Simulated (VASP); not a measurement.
**Mo8P9 (a cell with a defect): single point with PBE**

Mo8P9 (a cell with a defect):

```xyz
17
Lattice="0.0000 0.0000 -6.3905 6.4821 0.0000 0.0000 -3.2410 -5.6137 0.0000" Properties=species:S:1:pos:R:3 pbc="T T T"
Mo    3.2398   -0.0005   -3.1986
Mo    3.2395   -0.0004   -0.0195
Mo   -0.0013   -0.1899   -3.2504
Mo   -0.0017   -0.2717    0.0704
Mo    1.4554   -2.7127   -3.2505
Mo    1.3823   -2.6707    0.0705
Mo   -1.4575   -2.7124   -3.2504
Mo   -1.3878   -2.6718    0.0705
P     4.8552   -0.9332   -1.6213
P     4.7985   -0.9004   -4.7805
P     1.6241   -0.9330   -1.6217
P     1.6809   -0.9001   -4.7801
P     3.2405   -3.7429   -2.2959
P     3.2404   -3.7429   -4.5526
P    -0.0016   -3.7487   -1.6216
P    -0.0016   -3.8143   -4.7802
P     3.2374   -3.7423   -0.3303
```

```json
{"Program": "VASP 6.6.1", "Task": "single point", "Functional": "PBE", "Potentials or basis": "VASP PAW PBE potentials, release 64 (Mo_sv, P)", "Cutoff": "520 eV", "k mesh": "4 × 4 × 4", "Occupations": "gaussian, width 0.1 eV", "Spin": "no spin polarisation"}
```

```
Pressure               : 27.0 GPa
Largest force          : 0.878 eV/Å
Band gap on the k mesh : zero (an odd number of electrons rules out a gap without spin polarisation)
```

Forces in eV/Å, atoms in the order of the input:
```
Mo   0.000  0.000  0.112
Mo   0.000  0.000  0.088
Mo  -0.001 -0.014 -0.003
Mo   0.001  0.079  0.366
Mo  -0.012  0.007 -0.003
Mo   0.070 -0.040  0.366
Mo   0.011  0.007 -0.002
Mo  -0.067 -0.040  0.366
P    0.084 -0.048  0.134
P   -0.084  0.049  0.085
P   -0.084 -0.049  0.135
P    0.084  0.048  0.083
P   -0.002  0.000 -0.481
P   -0.002  0.000 -0.587
P    0.000  0.098  0.135
P    0.000 -0.097  0.084
P    0.003 -0.001 -0.878
```

Stress tensor (GPa, compression positive):
```
25.97 -0.02  0.00
-0.02 25.97  0.00
 0.00  0.00 29.20
```

Levels at points of the mesh, in eV from the Fermi level:
```csv
k point,band 75,band 76,band 77,band 78,band 79,band 80,band 81,band 82
"(0.00, 0.00, 0.00)",-0.69,-0.51,-0.33,-0.33,-0.20,0.47,0.47,1.03
"(0.50, 0.00, 0.00)",-1.18,-0.66,-0.64,-0.64,-0.40,0.13,0.13,0.33
"(0.00, 0.50, 0.00)",-1.25,-1.22,-1.15,-0.41,0.09,0.28,0.42,0.65
"(0.00, 0.00, 0.50)",-1.25,-1.22,-1.15,-0.41,0.10,0.28,0.42,0.65
"(0.00, 0.50, 0.50)",-1.25,-1.22,-1.15,-0.41,0.10,0.28,0.42,0.65
"(0.50, 0.50, 0.00)",-1.38,-0.66,-0.53,-0.28,0.31,0.40,0.45,0.71
"(0.50, 0.00, 0.50)",-1.38,-0.66,-0.53,-0.28,0.31,0.40,0.45,0.71
"(0.50, 0.50, 0.50)",-1.38,-0.66,-0.53,-0.28,0.31,0.40,0.45,0.71
```

Wall time 14 min on 1 thread of Intel(R) Xeon(R) 6975P-C (Granite Rapids) (shared host), peak memory 0.61 GiB.
